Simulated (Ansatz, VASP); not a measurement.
# One calculation of Zr2C, two programs

Contents of INCAR:

```
SYSTEM = Zr2C
PREC     = Accurate       ! precision mode
ENCUT    = 600            ! plane-wave cutoff, eV
EDIFF    = 1E-6           ! SCF threshold, eV
ISMEAR   = 0              ! smearing method
SIGMA    = 0.1            ! smearing width, eV
LREAL    = .False.        ! projectors in reciprocal space
LASPH    = .True.         ! aspherical terms in the spheres
NELM     = 60             ! most SCF steps
ALGO     = Normal         ! electronic algorithm
ISIF     = 3              ! what is computed and relaxed
LWAVE    = .False.        ! write WAVECAR
LCHARG   = .False.        ! write CHGCAR
GGA      = PE             ! functional
IBRION   = 2              ! ionic algorithm
NSW      = 100            ! ionic steps
EDIFFG   = -0.01          ! ionic threshold
```

The input KPOINTS:

```
Automatic mesh
0
Gamma
  8 8 12
  0 0 0
```

The input POSCAR:

```
Zr2C
1.0
    5.5070535200      0.0000000000      0.0000000000
    0.0000000000      5.5070535200      0.0000000000
    0.0000000000      0.0000000000      3.3943048876
Zr C
4 2
Direct
    0.2028535925      0.7971464075      0.5000000000
    0.7028535925      0.7028535925      0.0000000000
    0.7971464075      0.2028535925      0.5000000000
    0.2971464075      0.2971464075      0.0000000000
    0.5000000000      0.5000000000      0.5000000000
    0.0000000000      0.0000000000      0.0000000000
```

Input for Ansatz:

```yaml
crystal:
  lattice:
    - [5.50705352, 0.0, 0.0]
    - [0.0, 5.50705352, 0.0]
    - [0.0, 0.0, 3.3943048876]
  atoms:
    - { symbol: Zr, position: [0.2028535925, 0.7971464075, 0.5] }
    - { symbol: Zr, position: [0.7028535925, 0.7028535925, 0.0] }
    - { symbol: Zr, position: [0.7971464075, 0.2028535925, 0.5] }
    - { symbol: Zr, position: [0.2971464075, 0.2971464075, 0.0] }
    - { symbol: C, position: [0.5, 0.5, 0.5] }
    - { symbol: C, position: [0.0, 0.0, 0.0] }
basis:
  ecutwfc: 420
kpoints:
  mp_grid: { grid: [8, 8, 12] }
hamiltonian:
  xc: pbe
scf:
  occupations: { method: gaussian, width: 0.1 }
output:
  forces: true
  stress: true
  eigenvalues: true
relax:
  adjacent_minimum: "off"
  f_tol: 0.01
  max_steps: 80
  cell: { stress_tol: 0.05 }
```

Alike in both runs: task relaxation of cell and atoms; functional PBE; k mesh 8 × 8 × 12; occupations gaussian, width 0.1 eV; no spin polarisation.

```csv
,VASP,Ansatz
version,VASP 6.6.1,Ansatz 0.2.0
potentials or method,"VASP PAW PBE potentials, release 64 (Zr_sv, C), cutoff 600 eV","scalar-relativistic, plane waves, PAW"
valence electrons in the cell,56,56
```

Ansatz gave:

```
gap on the k mesh at the Fermi level, each at its own relaxed structure (eV)  : none
relaxed volume (Å³/atom)                                                      : 17.16
relaxed length of the cell vector where the two differ most in proportion (Å) : 3.397
```

Task: Which values does VASP return?

Result: gap on the k mesh at the Fermi level, each at its own relaxed structure (eV): none; relaxed volume (Å³/atom): 17.17; relaxed length of the cell vector where the two differ most in proportion (Å): 3.398.

A gap of «none» marks a metal or a gap that the smearing closes.
